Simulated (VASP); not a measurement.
# Zr3H (Pm-3m) in VASP: further runs

The runs below take Zr3H through single point, with PBE.

All numbers are computed with VASP 6.6.1; they aren't measurements. Logs are shortened: lines on timing, memory, paths and dates and some standing lists are left out, and cuts for length are marked.

## (1) The cell of the first run

It takes space group Pm-3m (No. 221, cubic). The conventional cell has a = 4.021 Å, b = 4.021 Å, c = 4.021 Å, α = 90.00°, β = 90.00°, γ = 90.00°. Within 3.7 Å of Zr (site symmetry 4/mmm) lie 8 Zr at 2.84 Å and 4 H at 2.84 Å. Within 3.7 Å of H (site symmetry m-3m) lie 12 Zr at 2.84 Å.

## (2) Single point, PBE

INCAR reads:

```
PREC = Accurate ; ENCUT = 520
EDIFF = 1E-6 ; ISMEAR = 0
SIGMA = 0.1 ; LREAL = F
LASPH = T ; NELM = 80
ALGO = Normal ; ISIF = 2
LWAVE = F ; LCHARG = F
GGA = PE ; NBANDS = 26
```

KPOINTS reads:

```
regular mesh
0
Gamma
  4 4 4
```

POSCAR reads:

```
Zr3H
1.0
    4.0209606000      0.0000000000      0.0000000000
    0.0000000000      4.0209606000      0.0000000000
    0.0000000000      0.0000000000      4.0209606000
Zr H
3 1
Direct
    0.5000000000      0.5000000000      0.0000000000
    0.5000000000      0.0000000000      0.5000000000
    0.0000000000      0.5000000000      0.5000000000
    0.0000000000      0.0000000000      0.0000000000
```

Potentials or basis: VASP PAW PBE potentials, release 64 (Zr_sv, H).

Command:

```sh
$ cat potpaw_PBE.64/Zr_sv/POTCAR potpaw_PBE.64/H/POTCAR > POTCAR
$ mpirun -np 1 vasp_std > vasp.out
```

OUTCAR:

```text
PREC = Accurate
   ENCUT = 520
   EDIFF = 1E-6
   ISMEAR = 0
   LREAL = F
   LASPH = T
   NELM = 80
   ISIF = 2
   GGA = PE

 ion  position               nearest neighbor table
   1  0.500  0.500  0.000-   2 2.84   3 2.84   2 2.84   3 2.84   2 2.84   2 2.84   3 2.84   3 2.84

   2  0.500  0.000  0.500-   1 2.84   3 2.84   1 2.84   1 2.84   3 2.84   1 2.84   3 2.84   3 2.84

   3  0.000  0.500  0.500-   1 2.84   2 2.84   1 2.84   2 2.84   1 2.84   2 2.84   1 2.84   2 2.84

   4  0.000  0.000  0.000-

  LATTYP: Found a simple cubic cell.
 ALAT       =     4.0209606000

  Lattice vectors:

 A1 = (   4.0209606000,   0.0000000000,   0.0000000000)
 A2 = (   0.0000000000,   4.0209606000,   0.0000000000)
 A3 = (   0.0000000000,   0.0000000000,   4.0209606000)

Analysis of symmetry for initial positions (statically):
=====================================================================
 Subroutine PRICEL returns:
 Original cell was already a primitive cell.

 Routine SETGRP: Setting up the symmetry group for a
 simple cubic supercell.

 Subroutine GETGRP returns: Found 48 space group operations
 (whereof 48 operations were pure point group operations)
 out of a pool of 48 trial point group operations.

The static configuration has the point symmetry O_h .

Analysis of symmetry for dynamics (positions and initial velocities):
=====================================================================
 Subroutine PRICEL returns:
 Original cell was already a primitive cell.

 Routine SETGRP: Setting up the symmetry group for a
 simple cubic supercell.

 Subroutine GETGRP returns: Found 48 space group operations
 (whereof 48 operations were pure point group operations)
 out of a pool of 48 trial point group operations.

The dynamic configuration has the point symmetry O_h .

 Subroutine INISYM returns: Found 48 space group operations
 (whereof 48 operations are pure point group operations),
 and found     1 'primitive' translations

----------------------------------------------------------------------------------------

                                     Primitive cell

  volume of cell :      65.0114

  direct lattice vectors                    reciprocal lattice vectors
     4.020960600  0.000000000  0.000000000     0.248696792  0.000000000  0.000000000
     0.000000000  4.020960600  0.000000000     0.000000000  0.248696792  0.000000000
     0.000000000  0.000000000  4.020960600     0.000000000  0.000000000  0.248696792

  length of vectors
     4.020960600  4.020960600  4.020960600     0.248696792  0.248696792  0.248696792

  position of ions in fractional coordinates (direct lattice)
     0.500000000  0.500000000  0.000000000
     0.500000000  0.000000000  0.500000000
     0.000000000  0.500000000  0.500000000
     0.000000000  0.000000000  0.000000000

  ion indices of the primitive-cell ions
   primitive index   ion index
                 1           1
                 2           2
                 3           3
                 4           4

----------------------------------------------------------------------------------------

 KPOINTS: regular mesh

Automatic generation of k-mesh.
 Grid dimensions read from file:
 generate k-points for:    4    4    4

 Generating k-lattice:

  Cartesian coordinates                     Fractional coordinates (reciprocal lattice)
     0.062174198  0.000000000  0.000000000     0.250000000  0.000000000  0.000000000
     0.000000000  0.062174198  0.000000000     0.000000000  0.250000000  0.000000000
     0.000000000  0.000000000  0.062174198     0.000000000  0.000000000  0.250000000

  Length of vectors
     0.062174198  0.062174198  0.062174198

  Shift w.r.t. Gamma in fractional coordinates (k-lattice)
     0.000000000  0.000000000  0.000000000

 Subroutine IBZKPT returns following result:
 ===========================================

 Found     10 irreducible k-points:

 Following reciprocal coordinates:
            Coordinates               Weight
  0.000000  0.000000  0.000000      1.000000
  0.250000  0.000000  0.000000      6.000000
  0.500000  0.000000  0.000000      3.000000
  0.250000  0.250000  0.000000     12.000000
  0.500000  0.250000  0.000000     12.000000
  0.500000  0.500000  0.000000      3.000000
  0.250000  0.250000  0.250000      8.000000
  0.500000  0.250000  0.250000     12.000000
  0.500000  0.500000  0.250000      6.000000
  0.500000  0.500000  0.500000      1.000000
   k-points           NKPTS =     10   k-points in BZ     NKDIM =     10   number of bands    NBANDS=     26
   number of dos      NEDOS =    301   number of ions     NIONS =      4
   total plane-waves  NPLWV =  27000
   dimension x,y,z NGX =    30 NGY =   30 NGZ =   30
   dimension x,y,z NGXF=    60 NGYF=   60 NGZF=   60
   ions per type =               3   1
   NGX,Y,Z   is equivalent  to a cutoff of  12.40, 12.40, 12.40 a.u.
   NGXF,Y,Z  is equivalent  to a cutoff of  24.81, 24.81, 24.81 a.u.
 SYSTEM =  unknown system
   PREC   = accura    normal or accurate (medium, high low for compatibility)
   ISTART =      0    job   : 0-new  1-cont  2-samecut
   ICHARG =      2    charge: 1-file 2-atom 10-const
   ISPIN  =      1    spin polarized calculation?
   LNONCOLLINEAR =      F non collinear calculations
   LSORBIT =      F    spin-orbit coupling
   LASPH  =      T    aspherical Exc in radial PAW
   ENCUT  =  520.0 eV  38.22 Ry    6.18 a.u.   7.48  7.48  7.48*2*pi/ulx,y,z
   NELM   =     80;   NELMIN=  2; NELMDL= -5     # of ELM steps
   EDIFF  = 0.1E-05   stopping-criterion for ELM
   LREAL  =      F    real-space projection
[... 7 lines left out ...]
   TEBEG  =    0.0;   TEEND  =   0.0 temperature during run
   PSTRESS=    0.0 pullay stress
   NELECT =      37.0000    total number of electrons
   NUPDOWN=      -1.0000    fix difference up-down
   EMIN   =  10.00;   EMAX   =-10.00  energy-range for DOS
   EFERMI =   0.00;   METHOD = LEGACY
   ISMEAR =     0;   SIGMA  =   0.10  broadening in eV -4-tet -1-fermi 0-gaus
   EFERMI_NEDOS =   21; number of points for ismear=-14 and -15
   IALGO  =     38    algorithm
   IMIX   =      4    mixing-type and parameters
     AMIX     =   0.40;   BMIX     =  1.00
     AMIX_MAG =   1.60;   BMIX_MAG =  1.00
  volume/ion in A,a.u.               =      16.25       109.68
  Fermi-wavevector in a.u.,A,eV,Ry     =   1.356685  2.563762 25.042793  1.840593
  Thomas-Fermi vector in A             =   2.483667
   LORBIT       =      0    0 simple, 1 ext, 2 COOP (PROOUT), +10 PAW based schemes
   GGA     = PE    functional components
   LHFCALC =     F    Hartree Fock is set to
   AEXX    =    0.0000 exact exchange contribution
   IVDW    =     0    specifies the selected vdW correction
   LEPSILON=     F    determine dielectric tensor
   LRPA    =     F    only Hartree local field effects (RPA)
 non-spin polarized calculation
 Gauss-broadening in eV      SIGMA  =   0.10
  energy-cutoff  :      520.00
  volume of cell :       65.01
 maximum number of plane-waves:      1763
 NGX is ok and might be reduce to    30
   NGX = 15   NGY = 15   NGZ = 15

 number of electron      36.9999999 magnetization

 Free energy of the ion-electron system (eV)
  ---------------------------------------------------
  ext. energy  EPLUGINS =         0.00000000
  ---------------------------------------------------
  free energy    TOTEN  =       -25.68894323 eV

  energy without entropy =      -25.65817686  energy(sigma->0) =      -25.67356004

 E-fermi :   9.9121     XC(G=0): -11.5078

 val. band max:        9.9048678781   @ k =   0.5000   0.2500   0.0000
 cond. band min:       9.9125163178   @ k =   0.5000   0.0000   0.0000
 fundamental gap:      0.0076484396
 Fermi energy:         9.9120639972

 k-point     1 :       0.0000    0.0000    0.0000
  band No.  band energies     occupation
      1     -38.6827      2.00000
      2     -38.1304      2.00000
      3     -38.1304      2.00000
      4     -17.4466      2.00000
      5     -17.4466      2.00000
      6     -17.4466      2.00000
[... 18 lines left out ...]
     25      14.7797      0.00000
     26      14.7797      0.00000

 k-point     2 :       0.2500    0.0000    0.0000
  band No.  band energies     occupation
      1     -38.6141      2.00000
      2     -38.2025      2.00000
      3     -38.1291      2.00000
      4     -17.3130      2.00000
      5     -17.3130      2.00000
      6     -17.2324      2.00000
[... 18 lines left out ...]
     25      14.5534      0.00000
     26      14.5555      0.00000

 k-point     3 :       0.5000    0.0000    0.0000
  band No.  band energies     occupation
      1     -38.5022      2.00000
      2     -38.3179      2.00000
      3     -38.1278      2.00000
      4     -17.1260      2.00000
      5     -17.1260      2.00000
      6     -16.7190      2.00000
[... 18 lines left out ...]
     25      13.3777      0.00000
     26      13.4012      0.00000

 k-point     4 :       0.2500    0.2500    0.0000
  band No.  band energies     occupation
      1     -38.5525      2.00000
      2     -38.2233      2.00000
      3     -38.1699      2.00000
      4     -17.4144      2.00000
      5     -17.1705      2.00000
      6     -16.9040      2.00000
[... 18 lines left out ...]
     25      13.5455      0.00000
     26      13.8832      0.00000

 k-point     5 :       0.5000    0.2500    0.0000
  band No.  band energies     occupation
      1     -38.4473      2.00000
      2     -38.3159      2.00000
      3     -38.1825      2.00000
      4     -17.2723      2.00000
      5     -17.0953      2.00000
      6     -16.9566      2.00000
[... 18 lines left out ...]
     25      13.6070      0.00000
     26      13.7312      0.00000

 k-point     6 :       0.5000    0.5000    0.0000
  band No.  band energies     occupation
      1     -38.3157      2.00000
      2     -38.3140      2.00000
      3     -38.3140      2.00000
      4     -17.3767      2.00000
      5     -17.3109      2.00000
      6     -16.5604      2.00000
[... 18 lines left out ...]
     25      12.5495      0.00000
     26      13.2121      0.00000

 k-point     7 :       0.2500    0.2500    0.2500
  band No.  band energies     occupation
      1     -38.5002      2.00000
      2     -38.2217      2.00000
      3     -38.2217      2.00000
      4     -17.6225      2.00000
      5     -16.9655      2.00000
      6     -16.9655      2.00000
[... 18 lines left out ...]
     25      13.6911      0.00000
     26      13.6924      0.00000

 k-point     8 :       0.5000    0.2500    0.2500
  band No.  band energies     occupation
      1     -38.4074      2.00000
      2     -38.3140      2.00000
      3     -38.2200      2.00000
      4     -17.6501      2.00000
      5     -17.1218      2.00000
      6     -17.0334      2.00000
[... 18 lines left out ...]
     25      13.8820      0.00000
     26      13.9424      0.00000

 k-point     9 :       0.5000    0.5000    0.2500
  band No.  band energies     occupation
      1     -38.3129      2.00000
      2     -38.3120      2.00000
      3     -38.3120      2.00000
      4     -17.8344      2.00000
      5     -17.3044      2.00000
      6     -17.0707      2.00000
[... 18 lines left out ...]
     25      13.3660      0.00000
     26      13.5371      0.00000

 k-point    10 :       0.5000    0.5000    0.5000
  band No.  band energies     occupation
      1     -38.3101      2.00000
      2     -38.3101      2.00000
      3     -38.3101      2.00000
      4     -18.1129      2.00000
      5     -17.2979      2.00000
      6     -17.2979      2.00000
[... 18 lines left out ...]
     25      12.8003      0.00000
     26      12.8003      0.00000

------------------------ aborting loop because EDIFF is reached ----------------------------------------

  FORCE on cell =-STRESS in cart. coord.  units (eV):
  Direction    XX          YY          ZZ          XY          YZ          ZX
  --------------------------------------------------------------------------------------
  -------------------------------------------------------------------------------------
  Total        6.6086354      6.6086354      6.6086354      0.0000000      0.0000000      0.0000000
  in kB      162.8669348    162.8669348    162.8669348      0.0000000      0.0000000      0.0000000
  external PRESSURE =     162.8669348 kB  Pullay stress =       0.0000000 kB

 VOLUME and BASIS-vectors are now :
 -----------------------------------------------------------------------------
  energy-cutoff  :      520.00
  volume of cell :       65.01
      direct lattice vectors                 reciprocal lattice vectors
     4.020960600  0.000000000  0.000000000     0.248696792  0.000000000  0.000000000
     0.000000000  4.020960600  0.000000000     0.000000000  0.248696792  0.000000000
     0.000000000  0.000000000  4.020960600     0.000000000  0.000000000  0.248696792

 POSITION                                       TOTAL-FORCE (eV/Angst)
 -----------------------------------------------------------------------------------
      2.01048      2.01048      0.00000         0.000000      0.000000      0.000000
      2.01048      0.00000      2.01048         0.000000      0.000000      0.000000
      0.00000      2.01048      2.01048         0.000000      0.000000      0.000000
      0.00000      0.00000      0.00000         0.000000      0.000000      0.000000
 -----------------------------------------------------------------------------------
    total drift:                                0.000000      0.000000     -0.000000

  FREE ENERGIE OF THE ION-ELECTRON SYSTEM (eV)
  ---------------------------------------------------
  free  energy   TOTEN  =       -25.6889432324 eV

  energy  without entropy=      -25.6581768559  energy(sigma->0) =      -25.67356004
```

It took 16 s on 1 thread of Intel Xeon Platinum 8375C at 2.90GHz (Ice Lake), shared host; peak memory 0.17 GiB.

What came out:

* Free energy: -25.6889 eV
* Pressure: 16.3 GPa

Caveat: the k points lie up to 0.39 Å⁻¹ apart.

## (3) Single point, PBE

This run uses another cell than the first one, of 19.16 Å³/atom, 1.179 times its volume.

INCAR reads:

```
SYSTEM = Zr3H
PREC     = Accurate       ! precision mode
ENCUT    = 520            ! plane-wave cutoff, eV
EDIFF    = 1E-6           ! SCF threshold, eV
ISMEAR   = 0              ! smearing method
SIGMA    = 0.1            ! smearing width, eV
LREAL    = .FALSE.        ! projectors in reciprocal space
LASPH    = .TRUE.         ! aspherical terms in the spheres
NELM     = 60             ! most SCF steps
ALGO     = Normal         ! electronic algorithm
ISIF     = 2              ! what is computed and relaxed
LWAVE    = .FALSE.        ! write WAVECAR
LCHARG   = .FALSE.        ! write CHGCAR
GGA      = PE             ! functional
NBANDS   = 26             ! bands
```

KPOINTS reads:

```
regular mesh
0
G
  4 4 4
  0 0 0
```

POSCAR reads:

```
Zr3H
1.0
    4.2477089965      0.0000000000      0.0000000000
    0.0000000000      4.2477089965      0.0000000000
    0.0000000000      0.0000000000      4.2477089965
Zr H
3 1
Direct
    0.5000000000      0.5000000000      0.0000000000
    0.5000000000      0.0000000000      0.5000000000
    0.0000000000      0.5000000000      0.5000000000
    0.0000000000      0.0000000000      0.0000000000
```

Potentials or basis: VASP PAW PBE potentials, release 64 (Zr_sv, H).

Command:

```sh
$ cat potpaw_PBE.64/Zr_sv/POTCAR potpaw_PBE.64/H/POTCAR > POTCAR
$ mpirun -np 1 vasp_std > vasp.out
```

It took 13 s on 1 thread of Intel Xeon Platinum 8375C at 2.90GHz (Ice Lake), shared host; peak memory 0.17 GiB.

The run converged. Its results:

- Free energy: -26.2407 eV
- Pressure: 0.3 GPa

Levels at points of the mesh, in eV from the Fermi level:
| k point | band 17 | band 18 | band 19 | band 20 | band 21 | band 22 |
| --- | --- | --- | --- | --- | --- | --- |
| (0.00, 0.00, 0.00) | -1.75 | -1.75 | -1.75 | 2.27 | 2.95 | 2.95 |
| (0.50, 0.00, 0.00) | -0.42 | -0.42 | 0.03 | 0.90 | 0.90 | 1.64 |
| (0.50, 0.50, 0.00) | -0.62 | -0.32 | -0.28 | -0.28 | 1.02 | 1.02 |
| (0.50, 0.50, 0.50) | 0.76 | 0.76 | 0.76 | 1.81 | 1.81 | 1.81 |

Caveat: the k points lie up to 0.37 Å⁻¹ apart.
